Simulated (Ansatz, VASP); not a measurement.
**Two plane-wave programs on HfC**

```
Hf C
1.0
     0.00000    2.30940    2.30940
     2.30940    0.00000    2.30940
     2.30940    2.30940    0.00000
Hf C
1 1
Cartesian
  2.3094 2.3094 2.3094
  0.0000 0.0000 0.0000
```

Alike in both runs: task single point; functional HSE06; k mesh 6 × 6 × 6; occupations fermi-dirac, width 0.05 eV; no spin polarisation.

|  | VASP | Ansatz |
| --- | --- | --- |
| version | VASP 6.6.1 | Ansatz 0.2.0 |
| potentials or method | VASP PAW PBE potentials, release 64 (Hf_pv, C) | Ansatz PAW |
| plane-wave cutoff (eV) | 520 | 420 |
| valence electrons in the cell | 14 | 30 |

VASP gave:

- gap on the k mesh at the Fermi level (eV): none
- pressure (GPa): 0.7

Which values does Ansatz return?

gap on the k mesh at the Fermi level (eV): none; pressure (GPa): 3.7.

A gap of «none» marks a metal or a gap that the smearing closes. The functional is the same, so the differences come from potentials, cutoffs and numerics. VASP's potentials hold 14 valence electrons a cell and Ansatz's 30, so a difference there can come from the potentials and not from the codes.

The k mesh is coarse, so the values compare programs but aren't converged. Neither program's run includes spin-orbit coupling.
